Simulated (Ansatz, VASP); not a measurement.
# Two plane-wave programs on Ga3Se

```
Ga Se
1.0
     4.22492    0.00000    0.00000
     0.00000    4.59460    0.00000
     0.00000    0.00000    4.22492
Ga Se
3 1
Direct
  0.00000 0.50000 0.50000
  0.50000 0.00000 0.50000
  0.50000 0.50000 0.00000
  0.00000 0.00000 0.00000
```

Change from the starting cell: strain +0.0875 x Voigt [0, 1, 0, 0, 0, 0], atoms carried along.

Alike in both runs: task single point; functional PBEsol; dispersion D3(BJ); k mesh 12 × 12 × 12; occupations gaussian, width 0.15 eV; no spin polarisation.

|  | VASP | Ansatz |
| --- | --- | --- |
| version | VASP 6.6.1 | Ansatz 0.2.0 |
| potentials or method | VASP PAW PBE potentials, release 64 (Ga_d, Se), cutoff 520 eV | scalar-relativistic, plane waves, PAW |
| valence electrons in the cell | 45 | 55 |

```tsv
	VASP	Ansatz	Ansatz less VASP
gap on the k mesh at the Fermi level (eV)	none	none	-
pressure (GPa)	-3.9	-3.9	-0.01
traceless stress, the component that is largest in VASP (GPa)	-0.31	-0.31	+0.003
```

VASP's potentials were made for PBE, not for PBEsol. A gap of «none» marks a metal or a gap that the smearing closes. VASP's potentials hold 45 valence electrons a cell and Ansatz's 55, so a difference there can come from the potentials and not from the codes.
